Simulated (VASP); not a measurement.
Input of a VASP 6.6.1 run:

Contents of INCAR:

```
SYSTEM = Hf
PREC = Accurate ; ENCUT = 500
EDIFF = 1E-7 ; ISMEAR = 1
SIGMA = 0.05 ; LREAL = .False.
LASPH = .True. ; NELM = 120
ALGO = Normal ; ISIF = 3
LWAVE = .False. ; LCHARG = .False.
GGA = PS ; IBRION = 2
NSW = 80 ; EDIFFG = -0.02
PSTRESS = 600.0 ; GGA_COMPAT = .False.
NELMIN = 4
```

Contents of KPOINTS:

```
regular mesh
0
Gamma
  7 7 7
  0 0 0
```

File POSCAR:

```
Hf
1.0
    0.0000000000      2.2200000000      2.2200000000
    2.2200000000      0.0000000000      2.2200000000
    2.2200000000      2.2200000000      0.0000000000
Hf
1
Direct
    0.0000000000      0.0000000000      0.0000000000
```

Potentials or basis: VASP PAW PBE potentials, release 64 (Hf_pv).

Run with:

```bash
$ cat potpaw_PBE.64/Hf_pv/POTCAR > POTCAR
$ mpirun -np 1 vasp_std > vasp.out
```

What does it give for the relaxed volume?

15.62 Å³/atom.

Estimate the band gap on the k mesh.

zero (bands 5 and 6 overlap by 1.47 eV).

The path:
| step | energy change (eV) | largest force (eV/Å) | pressure (GPa) | volume (Å³) |
| --- | --- | --- | --- | --- |
| 1 | 0.0000 | 0.0000 | -1.68 | 21.88 |
| 2 | 49.9253 | 0.0000 | 4191.89 | 4.58 |
| 3 | 0.0351 | 0.0000 | 8.75 | 20.15 |
| 4 | 0.1323 | 0.0000 | 17.64 | 18.96 |
| 5 | 1.0202 | 0.0000 | 66.07 | 15.29 |
| 6 | 0.8808 | 0.0000 | 59.33 | 15.65 |
| 7 | 0.9226 | 0.0000 | 61.58 | 15.54 |
| 8 | 0.8143 | 0.0000 | 55.80 | 15.84 |
| 9 | 0.8931 | 0.0000 | 59.99 | 15.62 |

Caveat: the cell is relaxed towards a set pressure, so the run minimises the enthalpy, not the energy; the volume moved by over 15 % at a fixed basis, so the end points are rough; the PAW data sets were made with another functional, which shifts forces and pressure a little; spin-orbit coupling is left out, which moves the levels of the heavy elements.
